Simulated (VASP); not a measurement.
# C (P6_3mc) in VASP: single point with PBE

Aim: the single point of C with PBE.

Everything below comes from runs of VASP 6.6.1. Logs are shortened: lines on timing, memory, paths and dates and some standing lists are left out, and cuts for length are marked.

## Step 1: The cell of the first run

The structure is hexagonal, space group P6_3mc (No. 186). Conventional cell: a = 2.470 Å, b = 2.470 Å, c = 6.790 Å, α = 90.00°, β = 90.00°, γ = 120.00°. Within 1.9 Å of C (site symmetry 3m) lie 3 C at 1.43 Å. C (site symmetry 3m) has 3 C at 1.43 Å within 1.9 Å.

## Step 2: Single point, PBE

Input file INCAR:

```
PREC = Accurate
ENCUT = 520
EDIFF = 1E-7
ISMEAR = -1
SIGMA = 0.08
LREAL = F
LASPH = T
NELM = 80
ALGO = Normal
ISIF = 2
LWAVE = F
LCHARG = F
GGA = PE
NBANDS = 16
ISYM = 0
```

Input file KPOINTS:

```
Automatic mesh
0
Gamma
  19 19 6
  0.5 0.5 0.5
```

Input file POSCAR:

```
C
1.0
    2.4699988104      0.0000000000      0.0000000000
   -1.2349994052      2.1390817171      0.0000000000
    0.0000000000      0.0000000000      6.7900000000
C
4
Direct
    0.0000000000      0.0000000000      0.0000000000
    0.0000000000      0.0000000000      0.5000000000
    0.3333333333      0.6666666667      0.0050000000
    0.6666666667      0.3333333333      0.5050000000
```

Potentials or basis: VASP PAW PBE potentials, release 64 (C).

Run with:

```
$ cat potpaw_PBE.64/C/POTCAR > POTCAR
$ mpirun -np 1 vasp_std > vasp.out
```

OUTCAR:

```text
PREC = Accurate
   ENCUT = 520
   EDIFF = 1E-7
   ISMEAR = -1
   LREAL = F
   LASPH = T
   NELM = 80
   ISIF = 2
   GGA = PE
   ISYM = 0

 ion  position               nearest neighbor table
   1  0.000  0.000  0.000-   3 1.43   3 1.43   3 1.43
   2  0.000  0.000  0.500-   4 1.43   4 1.43   4 1.43
   3  0.333  0.667  0.005-   1 1.43   1 1.43   1 1.43
   4  0.667  0.333  0.505-   2 1.43   2 1.43   2 1.43

IMPORTANT INFORMATION: All symmetrisations will be switched off!
NOSYMM: (Re-)initialisation of all symmetry stuff for point group C_1.

----------------------------------------------------------------------------------------

                                     Primitive cell

  volume of cell :      35.8752

  direct lattice vectors                    reciprocal lattice vectors
     2.469998810  0.000000000  0.000000000     0.404858495  0.233745161  0.000000000
    -1.234999405  2.139081717  0.000000000     0.000000000  0.467490322  0.000000000
     0.000000000  0.000000000  6.790000000     0.000000000  0.000000000  0.147275405

  length of vectors
     2.469998810  2.469998810  6.790000000     0.467490322  0.467490322  0.147275405

  position of ions in fractional coordinates (direct lattice)
     0.000000000  0.000000000  0.000000000
     0.000000000  0.000000000  0.500000000
     0.333333333  0.666666667  0.005000000
     0.666666667  0.333333333  0.505000000

  ion indices of the primitive-cell ions
   primitive index   ion index
                 1           1
                 2           2
                 3           3
                 4           4

----------------------------------------------------------------------------------------

 KPOINTS: Automatic mesh

Automatic generation of k-mesh.
 Grid dimensions read from file:
 generate k-points for:   19   19    6

 Generating k-lattice:

  Cartesian coordinates                     Fractional coordinates (reciprocal lattice)
     0.021308342  0.012302377  0.000000000     0.052631579  0.000000000  0.000000000
     0.000000000  0.024604754  0.000000000     0.000000000  0.052631579  0.000000000
     0.000000000  0.000000000  0.024545901     0.000000000  0.000000000  0.166666667

  Length of vectors
     0.024604754  0.024604754  0.024545901

  Shift w.r.t. Gamma in fractional coordinates (k-lattice)
     0.500000000  0.500000000  0.500000000
[... 43 lines left out ...]
   ISTART =      0    job   : 0-new  1-cont  2-samecut
   ICHARG =      2    charge: 1-file 2-atom 10-const
   ISPIN  =      1    spin polarized calculation?
   LNONCOLLINEAR =      F non collinear calculations
   LSORBIT =      F    spin-orbit coupling
   LASPH  =      T    aspherical Exc in radial PAW
   ENCUT  =  520.0 eV  38.22 Ry    6.18 a.u.   4.59  4.59 12.62*2*pi/ulx,y,z
   NELM   =     80;   NELMIN=  2; NELMDL= -5     # of ELM steps
   EDIFF  = 0.1E-06   stopping-criterion for ELM
   LREAL  =      F    real-space projection
   EDIFFG = 0.1E-05   stopping-criterion for IOM
   NSW    =      0    number of steps for IOM
   IBRION =     -1    ionic relax: 0-MD 1-quasi-New 2-CG
   NFREE  =      0    steps in history (QN), initial steepest desc. (CG)
   ISIF   =      2    stress and relaxation
   ISYM   =      0    0-nonsym 1-usesym 2-fastsym
   POTIM  = 0.5000    time-step for ionic-motion
   TEBEG  =    0.0;   TEEND  =   0.0 temperature during run
   PSTRESS=    0.0 pullay stress
   NELECT =      16.0000    total number of electrons
   NUPDOWN=      -1.0000    fix difference up-down
   EMIN   =  10.00;   EMAX   =-10.00  energy-range for DOS
   EFERMI =   0.00;   METHOD = LEGACY
   ISMEAR =    -1;   SIGMA  =   0.08  broadening in eV -4-tet -1-fermi 0-gaus
   EFERMI_NEDOS =   21; number of points for ismear=-14 and -15
   IALGO  =     38    algorithm
   IMIX   =      4    mixing-type and parameters
     AMIX     =   0.40;   BMIX     =  1.00
     AMIX_MAG =   1.60;   BMIX_MAG =  1.00
  volume/ion in A,a.u.               =       8.97        60.52
  Fermi-wavevector in a.u.,A,eV,Ry     =   1.250787  2.363646 21.285898  1.564469
  Thomas-Fermi vector in A             =   2.384765
   LORBIT       =      0    0 simple, 1 ext, 2 COOP (PROOUT), +10 PAW based schemes
   GGA     = PE    functional components
   LHFCALC =     F    Hartree Fock is set to
   AEXX    =    0.0000 exact exchange contribution
   IVDW    =     0    specifies the selected vdW correction
   LEPSILON=     F    determine dielectric tensor
   LRPA    =     F    only Hartree local field effects (RPA)
 non-spin polarized calculation
  energy-cutoff  :      520.00
  volume of cell :       35.88
 maximum number of plane-waves:       983
   NGX =  9   NGY =  9   NGZ = 25

 number of electron      15.9999995 magnetization

 Free energy of the ion-electron system (eV)
  ---------------------------------------------------
  ext. energy  EPLUGINS =         0.00000000
  ---------------------------------------------------
  free energy    TOTEN  =       -36.83477483 eV

  energy without entropy =      -36.83389772  energy(sigma->0) =      -36.83433627

 E-fermi :   4.5449     XC(G=0): -10.2310

 val. band max:        4.4157381568   @ k =  -0.3158  -0.3421   0.2500
 cond. band min:       4.6630843088   @ k =  -0.3158  -0.3421   0.0833
 fundamental gap:      0.2473461520
 Fermi energy:         4.5448687520

 k-point     1 :       0.0263    0.0263    0.0833
  band No.  band energies     occupation
      1     -14.9974      2.00000
      2     -14.7328      2.00000
      3      -3.7992      2.00000
      4      -2.0101      2.00000
      5       1.3255      2.00000
      6       1.3429      2.00000
[... 433 lines left out ...]
      3      -3.2439      2.00000
      4      -1.4904      2.00000
      5      -0.3004      2.00000
      6      -0.2541      2.00000
[... 8 lines left out ...]
     15      14.7928      0.00000
     16      15.1793      0.00000

 [... further k-points ...]
[... 5 lines left out ...]
  --------------------------------------------------------------------------------------
  -------------------------------------------------------------------------------------
  Total       -0.3082752     -0.3082817      0.6350990     -0.0000049     -0.0000000      0.0000000
  in kB      -13.7675044    -13.7677977     28.3633896     -0.0002209     -0.0000002      0.0000006
  external PRESSURE =       0.2760292 kB  Pullay stress =       0.0000000 kB

 VOLUME and BASIS-vectors are now :
 -----------------------------------------------------------------------------
  energy-cutoff  :      520.00
  volume of cell :       35.88
      direct lattice vectors                 reciprocal lattice vectors
     2.469998810  0.000000000  0.000000000     0.404858495  0.233745161  0.000000000
    -1.234999405  2.139081717  0.000000000     0.000000000  0.467490322  0.000000000
     0.000000000  0.000000000  6.790000000     0.000000000  0.000000000  0.147275405

 POSITION                                       TOTAL-FORCE (eV/Angst)
 -----------------------------------------------------------------------------------
      0.00000      0.00000      0.00000         0.000001     -0.000001      0.567692
      0.00000      0.00000      3.39500        -0.000001      0.000001      0.567692
     -0.00000      1.42605      0.03395        -0.000001      0.000001     -0.567692
      1.23500      0.71303      3.42895         0.000001     -0.000001     -0.567692
 -----------------------------------------------------------------------------------
    total drift:                               -0.000000      0.000000      0.000013

  FREE ENERGIE OF THE ION-ELECTRON SYSTEM (eV)
  ---------------------------------------------------
  free  energy   TOTEN  =       -36.8347748293 eV

  energy  without entropy=      -36.8338977188  energy(sigma->0) =      -36.83433627
```

stdout:

```text
POSCAR found type information on POSCAR C
 POSCAR found :  1 types and       4 ions
 scaLAPACK will be used
 LDA part: xc-table for (Slater+PW92), standard interpolation
 POSCAR, INCAR and KPOINTS ok, starting setup
 FFT: planning ... GRIDC
 FFT: planning ... GRID_SOFT
 FFT: planning ... GRID
 WAVECAR not read
 entering main loop
```

It took 12 min on 1 thread of Intel Xeon 6975P-C (Granite Rapids), shared host; peak memory 1.2 GiB.

Results:

```
Free energy            : -36.8348 eV
Pressure               : 0.0 GPa
Largest force          : 0.568 eV/Å
Band gap on the k mesh : 0.25 eV, indirect (the least direct gap lies 1.3 meV higher)
```

Forces on the atoms (eV/Å):
```
C    0.000  0.000  0.568
C    0.000  0.000  0.568
C    0.000  0.000 -0.568
C    0.000  0.000 -0.568
```

Levels at points of the mesh, in eV from the valence-band top:
| k point | band 6 | band 7 | band 8 | band 9 | band 10 | band 11 |
| --- | --- | --- | --- | --- | --- | --- |
| (0.03, 0.03, 0.08) | -3.07 | -3.00 | -2.98 | 4.45 | 8.43 | 8.49 |

Caveat: this functional lacks dispersion, which binds the layers, so the pressure and a relaxed spacing across them are unreliable.
